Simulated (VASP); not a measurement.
# ZnS (Pmmm) in VASP: further runs

ZnS is run at these levels: PBE; tasks: single point, relaxation of cell and atoms.

Program: VASP 6.6.1. These are calculated values, not measurements. Logs are shortened: lines on timing, memory, paths and dates and some standing lists are left out, and cuts for length are marked.

## Step 1: The cell of the first run

Symmetry: Pmmm, No. 47, orthorhombic system. Conventional cell: a = 4.176 Å, b = 5.610 Å, c = 5.732 Å, α = 90.00°, β = 90.00°, γ = 90.00°. Zn (site symmetry mmm) has 2 S at 2.09 Å within 2.8 Å. S (site symmetry mmm) has 2 Zn at 2.09 Å within 2.8 Å.

The cell was built from a structure type or drawn by symmetry, and may not be a known phase.

## Step 2: Single point, PBE

The input, INCAR:

```
SYSTEM = ZnS
PREC = Accurate
ENCUT = 520
EDIFF = 1E-7
ISMEAR = 0
SIGMA = 0.02
LREAL = .False.
LASPH = .True.
NELM = 80
ALGO = Normal
ISIF = 2
LWAVE = .False.
LCHARG = .True.
GGA = PE
LELF = .True.
LVHAR = .True.
NBANDS = 16
```

The input, KPOINTS:

```
Automatic mesh
0
Gamma
  8 6 6
  0 0 0
```

The input, POSCAR:

```
ZnS
1.0
    4.1759112864      0.0000000000      0.0000000000
    0.0000000000      5.7324375050      0.0000000000
    0.0000000000      0.0000000000      5.6098652913
Zn S
1 1
Direct
    0.0000000000      0.5000000000      0.5000000000
    0.5000000000      0.5000000000      0.5000000000
```

Potentials or basis: VASP PAW PBE potentials, release 64 (Zn, S).

Command:

```sh
$ cat potpaw_PBE.64/Zn/POTCAR potpaw_PBE.64/S/POTCAR > POTCAR
$ mpirun -np 1 vasp_std > vasp.out
```

OUTCAR:

```text
SYSTEM = ZnS
   PREC = Accurate
   ENCUT = 520
   EDIFF = 1E-7
   ISMEAR = 0
   LREAL = .False.
   LASPH = .True.
   NELM = 80
   ISIF = 2
   GGA = PE

 ion  position               nearest neighbor table
   1  0.000  0.500  0.500-   2 2.09   2 2.09
   2  0.500  0.500  0.500-   1 2.09   1 2.09

  LATTYP: Found a simple orthorhombic cell.
 ALAT       =     4.1759112864
 B/A-ratio  =     1.3433870853
 C/A-ratio  =     1.3727392925

  Lattice vectors:

 A1 = (  -4.1759112864,   0.0000000000,   0.0000000000)
 A2 = (   0.0000000000,   0.0000000000,   5.6098652913)
 A3 = (   0.0000000000,   5.7324375050,   0.0000000000)

Analysis of symmetry for initial positions (statically):
=====================================================================
 Subroutine PRICEL returns:
 Original cell was already a primitive cell.

 Routine SETGRP: Setting up the symmetry group for a
 simple orthorhombic supercell.

 Subroutine GETGRP returns: Found  8 space group operations
 (whereof  8 operations were pure point group operations)
 out of a pool of  8 trial point group operations.

The static configuration has the point symmetry D_2h.

Analysis of symmetry for dynamics (positions and initial velocities):
=====================================================================
 Subroutine PRICEL returns:
 Original cell was already a primitive cell.

 Routine SETGRP: Setting up the symmetry group for a
 simple orthorhombic supercell.

 Subroutine GETGRP returns: Found  8 space group operations
 (whereof  8 operations were pure point group operations)
 out of a pool of  8 trial point group operations.

The dynamic configuration has the point symmetry D_2h.

 Subroutine INISYM returns: Found  8 space group operations
 (whereof  8 operations are pure point group operations),
 and found     1 'primitive' translations

----------------------------------------------------------------------------------------

                                     Primitive cell

  volume of cell :     134.2898

  direct lattice vectors                    reciprocal lattice vectors
     4.175911286  0.000000000  0.000000000     0.239468689  0.000000000  0.000000000
     0.000000000  5.732437505  0.000000000     0.000000000  0.174445862  0.000000000
     0.000000000  0.000000000  5.609865291     0.000000000  0.000000000  0.178257400

  length of vectors
     4.175911286  5.732437505  5.609865291     0.239468689  0.174445862  0.178257400

  position of ions in fractional coordinates (direct lattice)
     0.000000000  0.500000000  0.500000000
     0.500000000  0.500000000  0.500000000

  ion indices of the primitive-cell ions
   primitive index   ion index
                 1           1
                 2           2

----------------------------------------------------------------------------------------

 KPOINTS: Automatic mesh

Automatic generation of k-mesh.
 Grid dimensions read from file:
 generate k-points for:    8    6    6

 Generating k-lattice:

  Cartesian coordinates                     Fractional coordinates (reciprocal lattice)
     0.029933586  0.000000000  0.000000000     0.125000000  0.000000000  0.000000000
     0.000000000  0.029074310  0.000000000     0.000000000  0.166666667  0.000000000
     0.000000000  0.000000000  0.029709567     0.000000000  0.000000000  0.166666667

  Length of vectors
     0.029933586  0.029074310  0.029709567

  Shift w.r.t. Gamma in fractional coordinates (k-lattice)
     0.000000000  0.000000000  0.000000000

 Subroutine IBZKPT returns following result:
 ===========================================

 Found     80 irreducible k-points:

 Following reciprocal coordinates:
            Coordinates               Weight
  0.000000  0.000000  0.000000      1.000000
  0.125000  0.000000  0.000000      2.000000
  0.250000  0.000000  0.000000      2.000000
  0.375000  0.000000  0.000000      2.000000
  0.500000  0.000000  0.000000      1.000000
  0.000000  0.166667  0.000000      2.000000
[... 16 lines left out ...]
  0.250000  0.000000  0.166667      4.000000
  0.375000  0.000000  0.166667      4.000000
 [... further k-points ...]
   k-points           NKPTS =     80   k-points in BZ     NKDIM =     80   number of bands    NBANDS=     16
   number of dos      NEDOS =    301   number of ions     NIONS =      2
   total plane-waves  NPLWV =  64512
   dimension x,y,z NGX =    32 NGY =   48 NGZ =   42
   dimension x,y,z NGXF=    64 NGYF=   96 NGZF=   84
   ions per type =               1   1
   NGX,Y,Z   is equivalent  to a cutoff of  12.74, 13.92, 12.45 a.u.
   NGXF,Y,Z  is equivalent  to a cutoff of  25.48, 27.84, 24.89 a.u.
 SYSTEM =  ZnS
   PREC   = accura    normal or accurate (medium, high low for compatibility)
   ISTART =      0    job   : 0-new  1-cont  2-samecut
   ICHARG =      2    charge: 1-file 2-atom 10-const
   ISPIN  =      1    spin polarized calculation?
   LNONCOLLINEAR =      F non collinear calculations
   LSORBIT =      F    spin-orbit coupling
   LASPH  =      T    aspherical Exc in radial PAW
   ENCUT  =  520.0 eV  38.22 Ry    6.18 a.u.   7.76 10.66 10.43*2*pi/ulx,y,z
   NELM   =     80;   NELMIN=  2; NELMDL= -5     # of ELM steps
   EDIFF  = 0.1E-06   stopping-criterion for ELM
   LREAL  =      F    real-space projection
   EDIFFG = 0.1E-05   stopping-criterion for IOM
   NSW    =      0    number of steps for IOM
   IBRION =     -1    ionic relax: 0-MD 1-quasi-New 2-CG
   NFREE  =      0    steps in history (QN), initial steepest desc. (CG)
   ISIF   =      2    stress and relaxation
   ISYM   =      2    0-nonsym 1-usesym 2-fastsym
   POTIM  = 0.5000    time-step for ionic-motion
   TEBEG  =    0.0;   TEEND  =   0.0 temperature during run
   PSTRESS=    0.0 pullay stress
   NELECT =      18.0000    total number of electrons
   NUPDOWN=      -1.0000    fix difference up-down
   EMIN   =  10.00;   EMAX   =-10.00  energy-range for DOS
   EFERMI =   0.00;   METHOD = LEGACY
   ISMEAR =     0;   SIGMA  =   0.02  broadening in eV -4-tet -1-fermi 0-gaus
   EFERMI_NEDOS =   21; number of points for ismear=-14 and -15
   IALGO  =     38    algorithm
   IMIX   =      4    mixing-type and parameters
     AMIX     =   0.40;   BMIX     =  1.00
     AMIX_MAG =   1.60;   BMIX_MAG =  1.00
  volume/ion in A,a.u.               =      67.14       453.12
  Fermi-wavevector in a.u.,A,eV,Ry     =   0.837821  1.583252  9.550532  0.701944
  Thomas-Fermi vector in A             =   1.951774
   LORBIT       =      0    0 simple, 1 ext, 2 COOP (PROOUT), +10 PAW based schemes
   GGA     = PE    functional components
   LHFCALC =     F    Hartree Fock is set to
   AEXX    =    0.0000 exact exchange contribution
   IVDW    =     0    specifies the selected vdW correction
   LEPSILON=     F    determine dielectric tensor
   LRPA    =     F    only Hartree local field effects (RPA)
 non-spin polarized calculation
 Gauss-broadening in eV      SIGMA  =   0.02
  energy-cutoff  :      520.00
  volume of cell :      134.29
 maximum number of plane-waves:      3638
 NGX is ok and might be reduce to    32
   NGX = 15   NGY = 21   NGZ = 21

 number of electron      18.0000005 magnetization

 Free energy of the ion-electron system (eV)
  ---------------------------------------------------
  ext. energy  EPLUGINS =         0.00000000
  ---------------------------------------------------
  free energy    TOTEN  =        -5.03964237 eV

  energy without entropy =       -5.03964237  energy(sigma->0) =       -5.03964237

 E-fermi :  -3.4862     XC(G=0):  -4.5303

 val. band max:       -3.6334289064   @ k =   0.5000   0.5000   0.0000
 cond. band min:      -2.2061967633   @ k =   0.0000   0.0000   0.0000
 fundamental gap:      1.4272321431
 Fermi energy:        -3.4861539490

 k-point     1 :       0.0000    0.0000    0.0000
  band No.  band energies     occupation
      1     -15.7321      2.00000
      2     -10.3100      2.00000
      3     -10.3100      2.00000
      4     -10.1868      2.00000
      5     -10.1847      2.00000
      6      -9.8098      2.00000
[... 8 lines left out ...]
     15       5.9085      0.00000
     16       7.0669      0.00000

 k-point     2 :       0.1250    0.0000    0.0000
  band No.  band energies     occupation
      1     -15.6315      2.00000
      2     -10.3292      2.00000
      3     -10.3292      2.00000
      4     -10.1863      2.00000
      5     -10.1842      2.00000
      6     -10.0121      2.00000
[... 8 lines left out ...]
     15       6.0239      0.00000
     16       6.6803      0.00000

 k-point     3 :       0.2500    0.0000    0.0000
  band No.  band energies     occupation
      1     -15.3557      2.00000
      2     -10.5814      2.00000
      3     -10.3743      2.00000
      4     -10.3742      2.00000
      5     -10.1850      2.00000
      6     -10.1831      2.00000
[... 8 lines left out ...]
     15       5.7385      0.00000
     16       6.3619      0.00000

 k-point     4 :       0.3750    0.0000    0.0000
  band No.  band energies     occupation
      1     -15.0079      2.00000
      2     -11.2533      2.00000
      3     -10.4177      2.00000
      4     -10.4175      2.00000
      5     -10.1838      2.00000
      6     -10.1819      2.00000
[... 8 lines left out ...]
     15       4.9977      0.00000
     16       6.5040      0.00000
[... 324 lines left out ...]
 k-point    22 :       0.1250    0.0000    0.1667
  band No.  band energies     occupation
      1     -15.6306      2.00000
      2     -10.3294      2.00000
      3     -10.3292      2.00000
      4     -10.1859      2.00000
      5     -10.1844      2.00000
      6     -10.0107      2.00000
[... 8 lines left out ...]
     15       5.3505      0.00000
     16       5.9931      0.00000

 k-point    23 :       0.2500    0.0000    0.1667
  band No.  band energies     occupation
      1     -15.3547      2.00000
      2     -10.5809      2.00000
      3     -10.3746      2.00000
      4     -10.3743      2.00000
      5     -10.1847      2.00000
      6     -10.1832      2.00000
[... 8 lines left out ...]
     15       5.6555      0.00000
     16       5.9585      0.00000

 k-point    24 :       0.3750    0.0000    0.1667
  band No.  band energies     occupation
      1     -15.0069      2.00000
      2     -11.2531      2.00000
      3     -10.4180      2.00000
      4     -10.4176      2.00000
      5     -10.1834      2.00000
      6     -10.1820      2.00000
[... 8 lines left out ...]
     15       5.1649      0.00000
     16       6.2171      0.00000

 [... further k-points ...]

------------------------ aborting loop because EDIFF is reached ----------------------------------------

  FORCE on cell =-STRESS in cart. coord.  units (eV):
  Direction    XX          YY          ZZ          XY          YZ          ZX
  --------------------------------------------------------------------------------------
  -------------------------------------------------------------------------------------
  Total        0.1516746     -0.0011763      0.0048567      0.0000000      0.0000000      0.0000000
  in kB        1.8095911     -0.0140339      0.0579440      0.0000000      0.0000000      0.0000000
  external PRESSURE =       0.6178337 kB  Pullay stress =       0.0000000 kB

 VOLUME and BASIS-vectors are now :
 -----------------------------------------------------------------------------
  energy-cutoff  :      520.00
  volume of cell :      134.29
      direct lattice vectors                 reciprocal lattice vectors
     4.175911286  0.000000000  0.000000000     0.239468689  0.000000000  0.000000000
     0.000000000  5.732437505  0.000000000     0.000000000  0.174445862  0.000000000
     0.000000000  0.000000000  5.609865291     0.000000000  0.000000000  0.178257400

 POSITION                                       TOTAL-FORCE (eV/Angst)
 -----------------------------------------------------------------------------------
      0.00000      2.86622      2.80493         0.000000      0.000000      0.000000
      2.08796      2.86622      2.80493         0.000000      0.000000      0.000000
 -----------------------------------------------------------------------------------
    total drift:                                0.000000      0.000000     -0.000000

  FREE ENERGIE OF THE ION-ELECTRON SYSTEM (eV)
  ---------------------------------------------------
  free  energy   TOTEN  =        -5.0396423661 eV

  energy  without entropy=       -5.0396423661  energy(sigma->0) =       -5.03964237
```

Run time: 61 s. Hardware: 1 thread of AMD EPYC 9R45 (Zen 5), shared host; peak memory 0.32 GiB.

What came out:

* Free energy: -5.0396 eV
* Pressure: 0.1 GPa
* Band gap on the k mesh: 1.43 eV (least direct gap 2.45 eV)

A k mesh can miss the band edges.

## Step 3: Relaxation of cell and atoms, PBE

The input, INCAR:

```
SYSTEM = ZnS
PREC     = Accurate       ! precision mode
ENCUT    = 600            ! plane-wave cutoff, eV
EDIFF    = 1E-7           ! SCF threshold, eV
ISMEAR   = 0              ! smearing method
SIGMA    = 0.02           ! smearing width, eV
LREAL    = .False.        ! projectors in reciprocal space
LASPH    = .True.         ! aspherical terms in the spheres
NELM     = 60             ! most SCF steps
ALGO     = Normal         ! electronic algorithm
ISIF     = 3              ! what is computed and relaxed
LWAVE    = .False.        ! write WAVECAR
LCHARG   = .False.        ! write CHGCAR
GGA      = PE             ! functional
IBRION   = 2              ! ionic algorithm
NSW      = 100            ! ionic steps
EDIFFG   = -0.01          ! ionic threshold
```

KPOINTS is that of step 2.

POSCAR is that of step 2.

Potentials or basis: VASP PAW PBE potentials, release 64 (Zn, S).

Command:

```sh
$ cat potpaw_PBE.64/Zn/POTCAR potpaw_PBE.64/S/POTCAR > POTCAR
$ mpirun -np 1 vasp_std > vasp.out
```

It took 2.2 min on 1 thread of AMD EPYC 9R45 (Zen 5), shared host; peak memory 0.38 GiB.

It converged, with:

| Property | Result |
| --- | --- |
| Free energy | -5.0398 eV |
| Relaxed cell | a = 4.180 Å, b = 5.732 Å, c = 5.610 Å, α = 90.00°, β = 90.00°, γ = 90.00° |
| Space group after relaxing (to 0.1 Å) | Pmmm (No. 47) |
| Energy gained by relaxing | 0.0 meV/atom |
| Ionic steps | 3 |
| Pressure after relaxing | 0.0 GPa |
| Band gap on the k mesh | 1.41 eV (least direct gap 2.43 eV) |

Final structure:
```cif
data_structure
_symmetry_space_group_name_H-M 'P 1'
_symmetry_Int_Tables_number 1
_cell_length_a 4.1803
_cell_length_b 5.7322
_cell_length_c 5.6099
_cell_angle_alpha 90.000
_cell_angle_beta 90.000
_cell_angle_gamma 90.000
_cell_volume 134.43
loop_
_atom_site_label
_atom_site_type_symbol
_atom_site_fract_x
_atom_site_fract_y
_atom_site_fract_z
_atom_site_occupancy
Zn1 Zn 0.00000 0.50000 0.50000 1
S1 S 0.50000 0.50000 0.50000 1
```

Levels at points of the mesh, in eV from the valence-band top:
```csv
k point,band 5,band 6,band 7,band 8,band 9,band 10,band 11,band 12,band 13
"(0.00, 0.00, 0.00)",-6.55,-6.18,-2.90,-1.03,-1.02,1.41,5.02,6.84,7.19
"(0.50, 0.00, 0.00)",-6.55,-6.55,-4.09,-0.02,-0.01,4.31,4.37,5.92,6.30
"(0.00, 0.50, 0.00)",-6.55,-6.17,-2.90,-1.21,-1.00,1.56,5.30,6.15,7.53
"(0.50, 0.50, 0.00)",-6.55,-6.55,-4.07,-0.13,0.00,3.62,4.44,6.73,7.50
"(0.00, 0.00, 0.50)",-6.55,-6.17,-2.90,-1.22,-1.01,1.58,5.34,6.15,7.48
"(0.50, 0.00, 0.50)",-6.55,-6.55,-4.06,-0.14,-0.01,3.60,4.40,6.78,7.54
"(0.00, 0.50, 0.50)",-6.55,-6.17,-2.90,-1.19,-1.17,1.70,5.80,6.00,6.02
"(0.50, 0.50, 0.50)",-6.55,-6.55,-4.04,-0.12,-0.11,3.74,3.78,7.58,7.81
```
